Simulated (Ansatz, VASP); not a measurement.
Given: the input of a run of VASP 6.6.1 on Fe.

File INCAR:

```
PREC     = Accurate       # precision mode
ENCUT    = 520            # plane-wave cutoff, eV
EDIFF    = 1E-6           # SCF threshold, eV
ISMEAR   = 0              # smearing method
SIGMA    = 0.15           # smearing width, eV
LREAL    = False          # projectors in reciprocal space
LASPH    = True           # aspherical terms in the spheres
NELM     = 150            # most SCF steps
ALGO     = Fast           # electronic algorithm
ISIF     = 2              # what is computed and relaxed
LWAVE    = False          # write WAVECAR
LCHARG   = False          # write CHGCAR
LNONCOLLINEAR= True           # non-collinear magnetism
MAGMOM   = -1.469 2.08 0.123 # initial moments
LORBIT   = 11             # projections on sites
LMAXMIX  = 4              # l up to which the mixer works
GGA      = CA             # functional
NBANDS   = 19             # bands
```

Contents of KPOINTS:

```
Automatic mesh
0
Gamma
  10 10 10
```

The input POSCAR:

```
Fe
1.0
   -1.4525565699      1.4525565699      1.4525565699
    1.4525565699     -1.4525565699      1.4525565699
    1.4525565699      1.4525565699     -1.4525565699
Fe
1
Direct
    0.0000000000      0.0000000000      0.0000000000
```

Potentials or basis: VASP PAW LDA potentials, release 64 (Fe).

Launch:

```console
$ cat potpaw_LDA.64/Fe/POTCAR > POTCAR
$ mpirun -np 1 vasp_ncl > vasp.out
```

Set up the same calculation for Ansatz 0.2.0. Potentials there: all-electron LAPW, scalar-relativistic.

As run (the cutoff follows the program's own potentials):

input.yaml

```yaml
crystal:
  lattice:
    - [-1.4525565699, 1.4525565699, 1.4525565699]
    - [1.4525565699, -1.4525565699, 1.4525565699]
    - [1.4525565699, 1.4525565699, -1.4525565699]
  atoms:
    - { symbol: Fe, position: [0.0, 0.0, 0.0], spin: 2.549, spin_axis: [-0.576212, 0.815875, 0.048246] }
kpoints:
  mp_grid: { grid: [10, 10, 10] }
scf:
  occupations: { method: gaussian, width: 0.15 }
hamiltonian:
  xc: lda
  pseudopotentials: { kind: all_electron, lapw: { basis_error: 0.001 } }
magnetization:
  noncollinear: true
output:
  forces: true
  stress: true
  eigenvalues: true
```

Potentials or basis: all-electron LAPW, scalar-relativistic.

Run with:

```bash
$ ansatz run input.yaml --threads 2 --pin off --max-ram 6144MiB --backend cpu --events-out ev --progress --plain --runs-dir out
```

Both were run:

|  | VASP | Ansatz | Ansatz less VASP |
| --- | --- | --- | --- |
| gap on the k mesh at the Fermi level (eV) | none | none | - |
| pressure (GPa) | -29.3 | -29.2 | +0.18 |
| net moment per atom (μB) | 2.17 | 2.18 | +0.009 |
| size of the moment on the site where the two differ most (μB) | 2.16 | 2.14 | -0.018 |

LDA's correlation is that of Perdew and Zunger in VASP and of Perdew and Wang (1992) in Ansatz. Site moments also hang on the region over which each program counts them. A gap of «none» marks a metal or a gap that the smearing closes. Both programs put the cell under strong tension, so it lies far from rest at this level. Ansatz ran all-electron here, and VASP with PAW potentials.

Noted on Ansatz's run: the k mesh is thin for a metal, which can move the energy by tens of meV per atom; the magnetic state may not be the lowest.
